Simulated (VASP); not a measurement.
## Mg8O9 (a cell with a defect): relaxation of the atoms with PBE

The system is Mg8O9 (a cell with a defect).

```
Mg O
1.0
     0.00000    3.82800    3.82800
     3.82800    0.00000    3.82800
     3.82800    3.82800    0.00000
Mg O
8 9
Cartesian
  0.0000 0.0000 0.0000
  1.9140 1.9140 0.0000
  1.9140 0.0000 1.9140
  3.8280 1.9140 1.9140
  0.0000 1.9140 1.9140
  1.9140 3.8280 1.9140
  1.9140 1.9140 3.8280
  3.8280 3.8280 3.8280
  1.9140 1.9140 1.9140
  3.8280 3.8280 1.9140
  3.8280 1.9140 3.8280
  5.7420 3.8280 3.8280
  1.9140 3.8280 3.8280
  3.8280 5.7420 3.8280
  3.8280 3.8280 5.7420
  5.7420 5.7420 5.7420
  4.7714 4.8131 6.6910
```

| Quantity | Value |
| --- | --- |
| Program | VASP 6.6.1 |
| Task | relaxation of the atoms |
| Functional | PBE |
| Potentials or basis | VASP PAW PBE potentials, release 64 (Mg, O) |
| Cutoff | 520 eV |
| k mesh | 2 × 2 × 2 |
| Occupations | fermi-dirac, width 0.05 eV |
| Spin | collinear spin |
| Starting moments | [0.0, 0.0, 0.0, 0.0, 0.0, 0.0, 0.0, 0.0, 0.0, 0.0, 0.0, 0.0, 0.0, 0.0, 0.0, 0.0, 1.0] μB |
| Dipole correction | no |
| Further INCAR settings | LREAL = Auto; ALGO = Normal; EDIFF = 1e-07; IBRION = 2; EDIFFG = -0.08; NSW = 45 |

```json
{"Pressure after relaxing": "135.9 GPa", "Largest force after relaxing": "0.075 eV/Å", "Band gap on the k mesh": "0.26 eV", "Net moment": "1.97 μB per cell", "Site moments": "Mg +0.01, +0.00, -0.01 (each value once); O -0.00, +0.33, +0.01, +0.32, +0.76 (each value once) μB", "Valence electrons inside the program's atomic spheres": "Mg 0.68, 0.73, 0.88, 0.84 (each value once); O 5.35, 5.27, 5.31, 5.33, 5.36, 5.30 (each value once)"}
```

Forces on the atoms (eV/Å):
```
Mg  -0.017 -0.009  0.009
Mg  -0.003  0.014 -0.002
Mg   0.020 -0.020  0.004
Mg   0.020 -0.003  0.023
Mg   0.013 -0.001  0.018
Mg   0.013 -0.013 -0.018
Mg   0.018 -0.004  0.022
Mg   0.004 -0.017  0.020
O   -0.011  0.012 -0.005
O   -0.010 -0.001 -0.008
O    0.023 -0.013  0.003
O   -0.040  0.041 -0.038
O   -0.002  0.001  0.000
O   -0.006  0.012 -0.010
O    0.009 -0.020  0.013
O    0.011 -0.007  0.022
O   -0.046  0.026 -0.054
```

Stress tensor (GPa, compression positive):
```
136.10  -1.51   1.64
 -1.51 135.23  -1.52
  1.64  -1.52 136.32
```

Final structure:
```cif
data_structure
_symmetry_space_group_name_H-M 'P 1'
_symmetry_Int_Tables_number 1
_cell_length_a 5.4136
_cell_length_b 5.4136
_cell_length_c 5.4136
_cell_angle_alpha 60.000
_cell_angle_beta 60.000
_cell_angle_gamma 60.000
_cell_volume 112.19
loop_
_atom_site_label
_atom_site_type_symbol
_atom_site_fract_x
_atom_site_fract_y
_atom_site_fract_z
_atom_site_occupancy
Mg1 Mg 0.99733 0.00575 0.99967 1
Mg2 Mg 0.99762 0.00683 0.49758 1
Mg3 Mg 0.00139 0.50502 0.99661 1
Mg4 Mg 0.02086 0.43574 0.52115 1
Mg5 Mg 0.49115 0.02698 0.99106 1
Mg6 Mg 0.50010 0.00551 0.49720 1
Mg7 Mg 0.49667 0.50461 0.99676 1
Mg8 Mg 0.49657 0.50495 0.50146 1
O1 O 0.25156 0.25380 0.24322 1
O2 O 0.25127 0.25383 0.75122 1
O3 O 0.29842 0.75336 0.22375 1
O4 O 0.24657 0.76014 0.74658 1
O5 O 0.73892 0.28306 0.23893 1
O6 O 0.74311 0.25377 0.75161 1
O7 O 0.72500 0.75320 0.22511 1
O8 O 0.72392 0.75332 0.79798 1
O9 O 0.89896 0.80864 0.39806 1
```

Levels at points of the mesh, in eV from the valence-band top:
Spin up:
```tsv
k point	band 33	band 34	band 35	band 36	band 37	band 38	band 39	band 40
(0.00, 0.00, 0.00)	-3.17	-2.36	-0.66	-0.54	5.01	5.70	6.23	6.23
(0.50, 0.00, 0.00)	-3.49	-1.91	-1.13	-0.12	6.60	7.18	7.57	8.18
(0.00, 0.50, 0.00)	-3.61	-1.81	-0.59	-0.46	6.69	7.35	7.72	7.77
(0.00, 0.00, 0.50)	-3.49	-1.92	-1.14	-0.10	6.60	7.19	7.57	8.18
(0.50, 0.50, 0.50)	-3.50	-1.94	-1.18	-0.04	6.60	7.20	7.57	8.18
(0.50, 0.50, 0.00)	-2.99	-2.28	-0.93	-0.07	7.97	8.15	8.33	8.73
(0.00, 0.50, 0.50)	-3.00	-2.27	-0.94	-0.06	7.97	8.15	8.32	8.73
(0.50, 0.00, 0.50)	-3.04	-2.25	-0.98	0.00	7.97	8.16	8.32	8.73
```
Spin down:
```
           k point  band 31  band 32  band 33  band 34  band 35  band 36  band 37  band 38
(0.00, 0.00, 0.00)    -3.17    -3.17    -2.94    -1.98     0.86     1.02     5.07     5.75
(0.50, 0.00, 0.00)    -3.44    -3.31    -2.74    -1.28     0.34     1.43     6.64     7.25
(0.00, 0.50, 0.00)    -3.66    -3.48    -3.48    -1.47     0.95     1.11     6.71     7.43
(0.00, 0.00, 0.50)    -3.44    -3.31    -2.74    -1.29     0.33     1.45     6.64     7.26
(0.50, 0.50, 0.50)    -3.45    -3.31    -2.78    -1.31     0.26     1.53     6.64     7.27
(0.50, 0.50, 0.00)    -3.70    -3.61    -1.93    -1.75     0.44     1.48     8.02     8.21
(0.00, 0.50, 0.50)    -3.70    -3.61    -1.93    -1.75     0.42     1.49     8.02     8.21
(0.50, 0.00, 0.50)    -3.69    -3.61    -1.95    -1.74     0.34     1.57     8.02     8.21
```

It took 59 min on 1 thread of Oxide Virtual Turin-like Processor (shared host), peak memory 0.29 GiB.

Caveat: the k points lie up to 0.71 Å⁻¹ apart; the relaxation stopped at a loose force limit of 0.08 eV/Å, so its end isn't a converged minimum.
